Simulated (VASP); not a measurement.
Write the native input for VASP 6.6.1 that does the following.

| Quantity | Value |
| --- | --- |
| Task | single point |
| Functional | PBEsol |
| Potentials or basis | VASP PAW PBE potentials, release 64 (Zn, Se) |
| Cutoff | 500 eV |
| k mesh | 8 × 8 × 8 |
| Occupations | gaussian, width 0.02 eV |
| Spin | no spin polarisation |
| Dipole correction | no |
| Further INCAR settings | ALGO = Normal; EDIFF = 1e-06; NBANDS = 16 |

The structure of ZnSe lies in POSCAR:

```
ZnSe
1.0
    0.0000000000      2.8167247235      2.8167247235
    2.8167247235      0.0000000000      2.8167247235
    2.8167247235      2.8167247235      0.0000000000
Zn Se
1 1
Direct
    0.0000000000      0.0000000000      0.0000000000
    0.2500000000      0.2500000000      0.2500000000
```

These files were run (other wordings do the same):

INCAR

```
SYSTEM = ZnSe
ALGO     = Normal         ! electronic algorithm
EDIFF    = 1E-6           ! SCF threshold, eV
ENCUT    = 500            ! plane-wave cutoff, eV
GGA      = PS             ! functional
GGA_COMPAT= .False.      
ISIF     = 2              ! what is computed and relaxed
ISMEAR   = 0              ! smearing method
LASPH    = .True.         ! aspherical terms in the spheres
LCHARG   = .False.        ! write CHGCAR
LREAL    = .False.        ! projectors in reciprocal space
LWAVE    = .False.        ! write WAVECAR
NBANDS   = 16             ! bands
NELM     = 120            ! most SCF steps
PREC     = Accurate       ! precision mode
SIGMA    = 0.02           ! smearing width, eV
```

KPOINTS

```
k-points
0
Gamma
  8 8 8
  0 0 0
```

Potentials or basis: VASP PAW PBE potentials, release 64 (Zn, Se).

The run is started by

```bash
$ cat potpaw_PBE.64/Zn/POTCAR potpaw_PBE.64/Se/POTCAR > POTCAR
$ mpirun -np 1 vasp_std > vasp.out
```

Results of the run:

```json
{"Pressure": "0.3 GPa", "Band gap on the k mesh": "1.24 eV"}
```

Caveat: the PAW data sets were made with another functional, which shifts forces and pressure a little.

Run time: 16 s on 1 thread of Intel(R) Xeon(R) Platinum 8488C (Sapphire Rapids), on a shared host, peak memory 0.17 GiB.
